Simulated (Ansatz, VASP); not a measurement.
## One calculation of LiCl, two programs

INCAR

```
SYSTEM = LiCl
ALGO = Normal
EDIFF = 1E-6
ENCUT = 520
GGA = CA
ISIF = 2
ISMEAR = 0
LASPH = .True.
LCHARG = .True.
LELF = .True.
LREAL = .False.
LVHAR = .True.
LWAVE = .False.
NBANDS = 12
NELM = 80
PREC = Accurate
SIGMA = 0.05
```

The input KPOINTS:

```
k-points
0
Gamma
  8 8 8
  0 0 0
```

POSCAR

```
LiCl
1.0
    0.0128238000      2.5647600000      2.5647600000
    2.5775838000      0.0000000000      2.5775838000
    2.5647600000      2.5647600000      0.0128238000
Li Cl
1 1
Direct
    0.0000000000      0.0000000000      0.0000000000
    0.5000000000      0.5000000000      0.5000000000
```

Input for Ansatz:

```yaml
crystal:
  lattice:
    - [0.0128238, 2.56476, 2.56476]
    - [2.5775838, 0.0, 2.5775838]
    - [2.56476, 2.56476, 0.0128238]
  atoms:
    - { symbol: Li, position: [0.0, 0.0, 0.0] }
    - { symbol: Cl, position: [0.5, 0.5, 0.5] }
basis:
  ecutwfc: 420
kpoints:
  mp_grid: { grid: [8, 8, 8] }
hamiltonian:
  xc: lda
scf:
  occupations: { method: gaussian, width: 0.05 }
output:
  forces: true
  stress: true
  eigenvalues: true
```

Change from the starting cell: strain +0.0100 x Voigt [0, 0, 0, 0, 1, 0], atoms carried along.

Alike in both runs: task single point; functional LDA; k mesh 8 × 8 × 8; occupations gaussian, width 0.05 eV; no spin polarisation.

|  | VASP | Ansatz |
| --- | --- | --- |
| version | VASP 6.6.1 | Ansatz 0.2.0 |
| potentials or method | VASP PAW LDA potentials, release 64 (Li_sv, Cl), cutoff 520 eV | scalar-relativistic, plane waves, PAW |
| valence electrons in the cell | 10 | 10 |

VASP gave:

| Quantity | Value |
| --- | --- |
| gap on the k mesh at the Fermi level (eV) | 5.97 |
| least direct gap on the mesh (eV) | 5.97 |

Which values does Ansatz return?

gap on the k mesh at the Fermi level (eV): 5.95; least direct gap on the mesh (eV): 5.95.

LDA's correlation is that of Perdew and Zunger in VASP and of Perdew and Wang (1992) in Ansatz.

Noted on VASP's run: the cutoff is short for stress, so the pressure is rough.
